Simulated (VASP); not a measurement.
# K3BaF5 (P-62m) in VASP: further runs, part 2 of 2

VASP 6.6.1. The steps go on from the part before.

## Step 3: Single point, PBE

This run uses another cell than the first one, of 21.63 Å³/atom, 1.028 times its volume.

INCAR

```
SYSTEM = K3BaF5
ALGO     = Normal         ! electronic algorithm
EDIFF    = 1E-6           ! SCF threshold, eV
ENCUT    = 520            ! plane-wave cutoff, eV
GGA      = PE             ! functional
ISIF     = 2              ! what is computed and relaxed
ISMEAR   = 0              ! smearing method
LASPH    = .TRUE.         ! aspherical terms in the spheres
LCHARG   = .FALSE.        ! write CHGCAR
LREAL    = .FALSE.        ! projectors in reciprocal space
LWAVE    = .FALSE.        ! write WAVECAR
NBANDS   = 46             ! bands
NELM     = 60             ! most SCF steps
PREC     = Accurate       ! precision mode
SIGMA    = 0.1            ! smearing width, eV
```

KPOINTS

```
k-points
0
G
  3 3 4
  0 0 0
```

POSCAR

```
K3BaF5
1.0
    7.9913322203      0.0000000000      0.0000000000
   -3.9956661101      6.9206967129      0.0000000000
    0.0000000000      0.0000000000      3.5199164081
K Ba F
3 1 5
Direct
    0.4844911111      0.0000000000      0.5000000000
    0.5155088889      0.5155088889      0.5000000000
    0.0000000000      0.4844911111      0.5000000000
    0.0000000000      0.0000000000      0.5000000000
    0.2296879427      0.0000000000      0.0000000000
    0.0000000000      0.2296879427      0.0000000000
    0.6666666667      0.3333333333      0.0000000000
    0.3333333333      0.6666666667      0.0000000000
    0.7703120573      0.7703120573      0.0000000000
```

Potentials or basis: VASP PAW PBE potentials, release 64 (K_sv, Ba_sv, F).

Command:

```console
> cat potpaw_PBE.64/K_sv/POTCAR potpaw_PBE.64/Ba_sv/POTCAR potpaw_PBE.64/F/POTCAR > POTCAR
> mpirun -np 1 vasp_std > vasp.out
```

OUTCAR:

```text
SYSTEM = K3BaF5
   EDIFF = 1E-6
   ENCUT = 520
   GGA = PE
   ISIF = 2
   ISMEAR = 0
   LASPH = .TRUE.
   LREAL = .FALSE.
   NELM = 60
   PREC = Accurate

 ion  position               nearest neighbor table
   1  0.484  0.000  0.500-   5 2.69   5 2.69   4 3.87   4 4.12
   2  0.516  0.516  0.500-   9 2.69   9 2.69   4 3.87   4 4.12
   3  0.000  0.484  0.500-   6 2.69   6 2.69   4 3.87   4 4.12
   4  0.000  0.000  0.500-   5 2.54   5 2.54   6 2.54   6 2.54   9 2.54   9 2.54   1 3.87   3 3.87
                             2 3.87   1 4.12   3 4.12   2 4.12
   5  0.230  0.000  0.000-   4 2.54   4 2.54   1 2.69   1 2.69
   6  0.000  0.230  0.000-   4 2.54   4 2.54   3 2.69   3 2.69
   7  0.667  0.333  0.000-
   8  0.333  0.667  0.000-
   9  0.770  0.770  0.000-   4 2.54   4 2.54   2 2.69   2 2.69

  LATTYP: Found a hexagonal cell.
 ALAT       =     7.9913322203
 C/A-ratio  =     0.4404667846

  Lattice vectors:

 A1 = (   7.9913322203,   0.0000000000,   0.0000000000)
 A2 = (  -3.9956661101,   6.9206967129,   0.0000000000)
 A3 = (   0.0000000000,   0.0000000000,   3.5199164081)

Analysis of symmetry for initial positions (statically):
=====================================================================
 Subroutine PRICEL returns:
 Original cell was already a primitive cell.

 Routine SETGRP: Setting up the symmetry group for a
 hexagonal supercell.

 Subroutine GETGRP returns: Found 12 space group operations
 (whereof 12 operations were pure point group operations)
 out of a pool of 24 trial point group operations.

The static configuration has the point symmetry D_3h.

Analysis of symmetry for dynamics (positions and initial velocities):
=====================================================================
 Subroutine PRICEL returns:
 Original cell was already a primitive cell.

 Routine SETGRP: Setting up the symmetry group for a
 hexagonal supercell.

 Subroutine GETGRP returns: Found 12 space group operations
 (whereof 12 operations were pure point group operations)
 out of a pool of 24 trial point group operations.

The dynamic configuration has the point symmetry D_3h.

 Subroutine INISYM returns: Found 12 space group operations
 (whereof 12 operations are pure point group operations),
 and found     1 'primitive' translations

----------------------------------------------------------------------------------------

                                     Primitive cell

  volume of cell :     194.6710

  direct lattice vectors                    reciprocal lattice vectors
     7.991332220  0.000000000  0.000000000     0.125135581  0.072247061  0.000000000
    -3.995666110  6.920696713  0.000000000     0.000000000  0.144494123  0.000000000
     0.000000000  0.000000000  3.519916408     0.000000000  0.000000000  0.284097656

  length of vectors
     7.991332220  7.991332220  3.519916408     0.144494123  0.144494123  0.284097656

  position of ions in fractional coordinates (direct lattice)
     0.484491111  0.000000000  0.500000000
     0.515508889  0.515508889  0.500000000
     0.000000000  0.484491111  0.500000000
     0.000000000  0.000000000  0.500000000
[... 50 lines left out ...]
  0.333333  0.000000  0.250000     12.000000
  0.333333  0.333333  0.250000      4.000000
  0.000000  0.000000  0.500000      1.000000
  0.333333  0.000000  0.500000      6.000000
  0.333333  0.333333  0.500000      2.000000
   k-points           NKPTS =      9   k-points in BZ     NKDIM =      9   number of bands    NBANDS=     46
   number of dos      NEDOS =    301   number of ions     NIONS =      9
   total plane-waves  NPLWV = 100800
   dimension x,y,z NGX =    60 NGY =   60 NGZ =   28
   dimension x,y,z NGXF=   120 NGYF=  120 NGZF=   56
   ions per type =               3   1   5
   NGX,Y,Z   is equivalent  to a cutoff of  12.48, 12.48, 13.22 a.u.
   NGXF,Y,Z  is equivalent  to a cutoff of  24.96, 24.96, 26.45 a.u.
 SYSTEM =  K3BaF5
   PREC   = accura    normal or accurate (medium, high low for compatibility)
   ISTART =      0    job   : 0-new  1-cont  2-samecut
   ICHARG =      2    charge: 1-file 2-atom 10-const
   ISPIN  =      1    spin polarized calculation?
   LNONCOLLINEAR =      F non collinear calculations
   LSORBIT =      F    spin-orbit coupling
   LASPH  =      T    aspherical Exc in radial PAW
   ENCUT  =  520.0 eV  38.22 Ry    6.18 a.u.  14.86 14.86  6.54*2*pi/ulx,y,z
   NELM   =     60;   NELMIN=  2; NELMDL= -5     # of ELM steps
   EDIFF  = 0.1E-05   stopping-criterion for ELM
   LREAL  =      F    real-space projection
   EDIFFG = 0.1E-04   stopping-criterion for IOM
   NSW    =      0    number of steps for IOM
   IBRION =     -1    ionic relax: 0-MD 1-quasi-New 2-CG
   NFREE  =      0    steps in history (QN), initial steepest desc. (CG)
   ISIF   =      2    stress and relaxation
   ISYM   =      2    0-nonsym 1-usesym 2-fastsym
   POTIM  = 0.5000    time-step for ionic-motion
   TEBEG  =    0.0;   TEEND  =   0.0 temperature during run
   PSTRESS=    0.0 pullay stress
   NELECT =      72.0000    total number of electrons
   NUPDOWN=      -1.0000    fix difference up-down
   EMIN   =  10.00;   EMAX   =-10.00  energy-range for DOS
   EFERMI =   0.00;   METHOD = LEGACY
   ISMEAR =     0;   SIGMA  =   0.10  broadening in eV -4-tet -1-fermi 0-gaus
   EFERMI_NEDOS =   21; number of points for ismear=-14 and -15
   IALGO  =     38    algorithm
   IMIX   =      4    mixing-type and parameters
     AMIX     =   0.40;   BMIX     =  1.00
     AMIX_MAG =   1.60;   BMIX_MAG =  1.00
  volume/ion in A,a.u.               =      21.63       145.97
  Fermi-wavevector in a.u.,A,eV,Ry     =   1.175128  2.220670 18.788640  1.380926
  Thomas-Fermi vector in A             =   2.311514
   LORBIT       =      0    0 simple, 1 ext, 2 COOP (PROOUT), +10 PAW based schemes
   GGA     = PE    functional components
   LHFCALC =     F    Hartree Fock is set to
   AEXX    =    0.0000 exact exchange contribution
   IVDW    =     0    specifies the selected vdW correction
   LEPSILON=     F    determine dielectric tensor
   LRPA    =     F    only Hartree local field effects (RPA)
 non-spin polarized calculation
 Gauss-broadening in eV      SIGMA  =   0.10
  energy-cutoff  :      520.00
  volume of cell :      194.67
 maximum number of plane-waves:      5271
 NGX is ok and might be reduce to    60
   NGX = 29   NGY = 29   NGZ = 13

 number of electron      72.0000018 magnetization

 Free energy of the ion-electron system (eV)
  ---------------------------------------------------
  ext. energy  EPLUGINS =         0.00000000
  ---------------------------------------------------
  free energy    TOTEN  =       -40.12765471 eV

  energy without entropy =      -40.12765471  energy(sigma->0) =      -40.12765471

 E-fermi :  -1.3269     XC(G=0):  -8.0036

 val. band max:       -1.7689973707   @ k =   0.0000   0.0000   0.0000
 cond. band min:       2.4153566445   @ k =   0.0000   0.0000   0.0000
 fundamental gap:      4.1843540152
 Fermi energy:        -1.3269455051

 k-point     1 :       0.0000    0.0000    0.0000
  band No.  band energies     occupation
      1     -29.3441      2.00000
      2     -29.3240      2.00000
      3     -29.3240      2.00000
      4     -26.8396      2.00000
      5     -22.3988      2.00000
      6     -22.3988      2.00000
[... 430 lines left out ...]
     45       6.9763      0.00000
     46       7.2329      0.00000

------------------------ aborting loop because EDIFF is reached ----------------------------------------

  FORCE on cell =-STRESS in cart. coord.  units (eV):
  Direction    XX          YY          ZZ          XY          YZ          ZX
  --------------------------------------------------------------------------------------
  -------------------------------------------------------------------------------------
  Total        0.7143869      0.7143869      0.9351768      0.0000000     -0.0000000      0.0000000
  in kB        5.8795316      5.8795316      7.6966712      0.0000000     -0.0000000      0.0000000
  external PRESSURE =       6.4852448 kB  Pullay stress =       0.0000000 kB

 VOLUME and BASIS-vectors are now :
 -----------------------------------------------------------------------------
  energy-cutoff  :      520.00
  volume of cell :      194.67
      direct lattice vectors                 reciprocal lattice vectors
     7.991332220  0.000000000  0.000000000     0.125135581  0.072247061  0.000000000
    -3.995666110  6.920696713  0.000000000     0.000000000  0.144494123  0.000000000
     0.000000000  0.000000000  3.519916408     0.000000000  0.000000000  0.284097656

 POSITION                                       TOTAL-FORCE (eV/Angst)
 -----------------------------------------------------------------------------------
      3.87173      0.00000      1.75996         0.010866     -0.000000      0.000000
      2.05980      3.56768      1.75996        -0.005433     -0.009410      0.000000
     -1.93586      3.35302      1.75996        -0.005433      0.009410      0.000000
      0.00000      0.00000      1.75996         0.000000     -0.000000      0.000000
      1.83551      0.00000      0.00000         0.164533     -0.000000      0.000000
     -0.91776      1.58960      0.00000        -0.082267      0.142490      0.000000
      3.99567      2.30690      0.00000         0.000000     -0.000000      0.000000
     -0.00000      4.61380      0.00000        -0.000000     -0.000000      0.000000
      3.07791      5.33110      0.00000        -0.082267     -0.142490      0.000000
 -----------------------------------------------------------------------------------
    total drift:                               -0.000003     -0.000005      0.000000

  FREE ENERGIE OF THE ION-ELECTRON SYSTEM (eV)
  ---------------------------------------------------
  free  energy   TOTEN  =       -40.1276547108 eV

  energy  without entropy=      -40.1276547108  energy(sigma->0) =      -40.12765471
```

It took 69 s on 1 thread of Intel Xeon Platinum 8488C (Sapphire Rapids), shared host; peak memory 0.33 GiB.

What came out:

| Property | Result |
| --- | --- |
| Free energy | -40.1277 eV |
| Pressure | 0.6 GPa |
| Largest force | 0.165 eV/Å |
| Band gap on the k mesh | 4.18 eV, direct |

Forces on the atoms (eV/Å):
```
K    0.011  0.000  0.000
K   -0.005 -0.009  0.000
K   -0.005  0.009  0.000
Ba   0.000  0.000  0.000
F    0.165  0.000  0.000
F   -0.082  0.142  0.000
F    0.000  0.000  0.000
F    0.000  0.000  0.000
F   -0.082 -0.142  0.000
```

Levels at points of the mesh, in eV from the valence-band top:
```
           k point  band 33  band 34  band 35  band 36  band 37  band 38  band 39  band 40
(0.00, 0.00, 0.00)    -0.21    -0.21    -0.11     0.00     4.18     5.98     5.98     6.08
(0.00, 0.00, 0.50)    -0.32    -0.32    -0.17    -0.17     6.49     6.50     6.50     7.32
```

Caveat: the k points lie up to 0.45 Å⁻¹ apart; spin-orbit coupling is left out, which moves the levels of the heavy elements.

## Step 4: Single point, PBE

This run uses another cell than the first one, of 21.63 Å³/atom, 1.028 times its volume.

INCAR

```
PREC = Accurate
ENCUT = 520
EDIFF = 1E-6
ISMEAR = 0
SIGMA = 0.1
LREAL = F
LASPH = T
NELM = 80
ALGO = Normal
ISIF = 2
LWAVE = F
LCHARG = F
GGA = PE
NBANDS = 46
```

KPOINTS

```
regular mesh
0
Gamma
  3 3 6
```

POSCAR is that of step 3.

Potentials or basis: VASP PAW PBE potentials, release 64 (K_sv, Ba_sv, F).

Command:

```console
> cat potpaw_PBE.64/K_sv/POTCAR potpaw_PBE.64/Ba_sv/POTCAR potpaw_PBE.64/F/POTCAR > POTCAR
> mpirun -np 1 vasp_std > vasp.out
```

OUTCAR:

```text
PREC = Accurate
   ENCUT = 520
   EDIFF = 1E-6
   ISMEAR = 0
   LREAL = F
   LASPH = T
   NELM = 80
   ISIF = 2
   GGA = PE

 ion  position               nearest neighbor table
   1  0.484  0.000  0.500-   5 2.69   5 2.69   4 3.87   4 4.12
   2  0.516  0.516  0.500-   9 2.69   9 2.69   4 3.87   4 4.12
   3  0.000  0.484  0.500-   6 2.69   6 2.69   4 3.87   4 4.12
   4  0.000  0.000  0.500-   5 2.54   5 2.54   6 2.54   6 2.54   9 2.54   9 2.54   1 3.87   3 3.87
                             2 3.87   1 4.12   3 4.12   2 4.12
   5  0.230  0.000  0.000-   4 2.54   4 2.54   1 2.69   1 2.69
   6  0.000  0.230  0.000-   4 2.54   4 2.54   3 2.69   3 2.69
   7  0.667  0.333  0.000-
   8  0.333  0.667  0.000-
   9  0.770  0.770  0.000-   4 2.54   4 2.54   2 2.69   2 2.69

  LATTYP: Found a hexagonal cell.
 ALAT       =     7.9913322203
 C/A-ratio  =     0.4404667846

  Lattice vectors:

 A1 = (   7.9913322203,   0.0000000000,   0.0000000000)
 A2 = (  -3.9956661101,   6.9206967129,   0.0000000000)
 A3 = (   0.0000000000,   0.0000000000,   3.5199164081)

Analysis of symmetry for initial positions (statically):
=====================================================================
 Subroutine PRICEL returns:
 Original cell was already a primitive cell.

 Routine SETGRP: Setting up the symmetry group for a
 hexagonal supercell.

 Subroutine GETGRP returns: Found 12 space group operations
 (whereof 12 operations were pure point group operations)
 out of a pool of 24 trial point group operations.

The static configuration has the point symmetry D_3h.

Analysis of symmetry for dynamics (positions and initial velocities):
=====================================================================
 Subroutine PRICEL returns:
 Original cell was already a primitive cell.
[... 132 lines left out ...]
  Thomas-Fermi vector in A             =   2.311514
   LORBIT       =      0    0 simple, 1 ext, 2 COOP (PROOUT), +10 PAW based schemes
   GGA     = PE    functional components
   LHFCALC =     F    Hartree Fock is set to
   AEXX    =    0.0000 exact exchange contribution
   IVDW    =     0    specifies the selected vdW correction
   LEPSILON=     F    determine dielectric tensor
   LRPA    =     F    only Hartree local field effects (RPA)
 non-spin polarized calculation
 Gauss-broadening in eV      SIGMA  =   0.10
  energy-cutoff  :      520.00
  volume of cell :      194.67
 maximum number of plane-waves:      5271
 NGX is ok and might be reduce to    60
   NGX = 29   NGY = 29   NGZ = 13

 number of electron      72.0000018 magnetization

 Free energy of the ion-electron system (eV)
  ---------------------------------------------------
  ext. energy  EPLUGINS =         0.00000000
  ---------------------------------------------------
  free energy    TOTEN  =       -40.12793067 eV

  energy without entropy =      -40.12793067  energy(sigma->0) =      -40.12793067

 E-fermi :  -1.3270     XC(G=0):  -8.0036

 val. band max:       -1.7690382888   @ k =   0.0000   0.0000   0.0000
 cond. band min:       2.4153336945   @ k =   0.0000   0.0000   0.0000
 fundamental gap:      4.1843719833
 Fermi energy:        -1.3270265124

 k-point     1 :       0.0000    0.0000    0.0000
  band No.  band energies     occupation
      1     -29.3441      2.00000
      2     -29.3240      2.00000
      3     -29.3240      2.00000
      4     -26.8396      2.00000
      5     -22.3989      2.00000
      6     -22.3989      2.00000
[... 577 lines left out ...]
     45       6.9763      0.00000
     46       7.2329      0.00000

------------------------ aborting loop because EDIFF is reached ----------------------------------------

  FORCE on cell =-STRESS in cart. coord.  units (eV):
  Direction    XX          YY          ZZ          XY          YZ          ZX
  --------------------------------------------------------------------------------------
  -------------------------------------------------------------------------------------
  Total        0.7107359      0.7107359      0.9332824      0.0000000      0.0000000      0.0000000
  in kB        5.8494826      5.8494826      7.6810805      0.0000000      0.0000000      0.0000000
  external PRESSURE =       6.4600153 kB  Pullay stress =       0.0000000 kB

 VOLUME and BASIS-vectors are now :
 -----------------------------------------------------------------------------
  energy-cutoff  :      520.00
  volume of cell :      194.67
      direct lattice vectors                 reciprocal lattice vectors
     7.991332220  0.000000000  0.000000000     0.125135581  0.072247061  0.000000000
    -3.995666110  6.920696713  0.000000000     0.000000000  0.144494123  0.000000000
     0.000000000  0.000000000  3.519916408     0.000000000  0.000000000  0.284097656

 POSITION                                       TOTAL-FORCE (eV/Angst)
 -----------------------------------------------------------------------------------
      3.87173      0.00000      1.75996         0.010901      0.000000     -0.000000
      2.05980      3.56768      1.75996        -0.005451     -0.009441      0.000000
     -1.93586      3.35302      1.75996        -0.005451      0.009441      0.000000
      0.00000      0.00000      1.75996         0.000000      0.000000      0.000000
      1.83551      0.00000      0.00000         0.164109     -0.000000      0.000000
     -0.91776      1.58960      0.00000        -0.082054      0.142122      0.000000
      3.99567      2.30690      0.00000         0.000000      0.000000      0.000000
     -0.00000      4.61380      0.00000         0.000000      0.000000      0.000000
      3.07791      5.33110      0.00000        -0.082054     -0.142122      0.000000
 -----------------------------------------------------------------------------------
    total drift:                               -0.000003     -0.000005      0.000000

  FREE ENERGIE OF THE ION-ELECTRON SYSTEM (eV)
  ---------------------------------------------------
  free  energy   TOTEN  =       -40.1279306678 eV

  energy  without entropy=      -40.1279306678  energy(sigma->0) =      -40.12793067
```

Wall time 89 s (1 thread of Intel Xeon Platinum 8488C (Sapphire Rapids), shared host); peak memory 0.35 GiB.

Results:

- Free energy: -40.1279 eV
- Pressure: 0.6 GPa
- Largest force: 0.164 eV/Å
- Band gap on the k mesh: 4.18 eV, direct

Forces on the atoms (eV/Å):
```
K    0.011  0.000  0.000
K   -0.005 -0.009  0.000
K   -0.005  0.009  0.000
Ba   0.000  0.000  0.000
F    0.164  0.000  0.000
F   -0.082  0.142  0.000
F    0.000  0.000  0.000
F    0.000  0.000  0.000
F   -0.082 -0.142  0.000
```

Levels at points of the mesh, in eV from the valence-band top:
```
           k point  band 34  band 35  band 36  band 37  band 38  band 39
(0.00, 0.00, 0.00)    -0.21    -0.11     0.00     4.18     5.98     5.98
(0.00, 0.00, 0.50)    -0.32    -0.17    -0.17     6.49     6.50     6.50
```

Caveat: spin-orbit coupling is left out, which moves the levels of the heavy elements. A k mesh can miss the band edges.

## Step 5: The runs side by side

```tsv
cell	k mesh	gap on the mesh (eV)	pressure (GPa)	largest force (eV/Å)
a = 7.084, b = 7.084, c = 4.356 Å, angles 90.0, 90.0, 120.0°, 9 atoms	3 × 3 × 4	2.98	-1.8	1.88
a = 7.991, b = 7.991, c = 3.520 Å, angles 90.0, 90.0, 120.0°, 9 atoms	3 × 3 × 4	4.18	0.6	0.16
a = 7.991, b = 7.991, c = 3.520 Å, angles 90.0, 90.0, 120.0°, 9 atoms	3 × 3 × 6	4.18	0.6	0.16
```

Alike in all rows: task single point; level PBE; potentials or basis VASP PAW PBE potentials, release 64 (K_sv, Ba_sv, F); no spin polarisation; cutoff (eV) 520; smearing gaussian 0.1 eV.

Caveats: some runs use coarse meshes; spin-orbit coupling is left out, which moves the levels of the heavy elements; forces of over 1 eV/Å act on the atoms, so gaps and moduli don't describe the material at rest (some runs).

Absolute energies hang on the potentials; compare differences alone.
